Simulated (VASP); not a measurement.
Here is a VASP 6.6.1 calculation.

File INCAR:

```
ALGO = Normal
EDIFF = 1E-6
ENCUT = 520
GGA = PS
ISIF = 2
ISMEAR = 0
LASPH = True
LCHARG = False
LREAL = False
LWAVE = False
NBANDS = 14
NELM = 80
PREC = Accurate
SIGMA = 0.01
```

File KPOINTS:

```
k-points
0
Gamma
  8 8 8
```

Contents of POSCAR:

```
NaF
1.0
    0.0000000000      2.2995128478      2.2995128478
    2.2995128478      0.0000000000      2.2995128478
    2.2995128478      2.2995128478      0.0000000000
Na F
1 1
Direct
    0.0000000000      0.0000000000      0.0000000000
    0.5000000000      0.5000000000      0.5000000000
```

Potentials or basis: VASP PAW PBE potentials, release 64 (Na_pv, F).

Command:

```console
$ cat potpaw_PBE.64/Na_pv/POTCAR potpaw_PBE.64/F/POTCAR > POTCAR
$ mpirun -np 1 vasp_std > vasp.out
```

(1) Estimate the pressure.

(2) What does it give for the band gap on the k mesh?

## Answers

(1) 0.9 GPa.

(2) 6.28 eV, direct.

Caveat: the PAW data sets were made with another functional, which shifts forces and pressure a little.
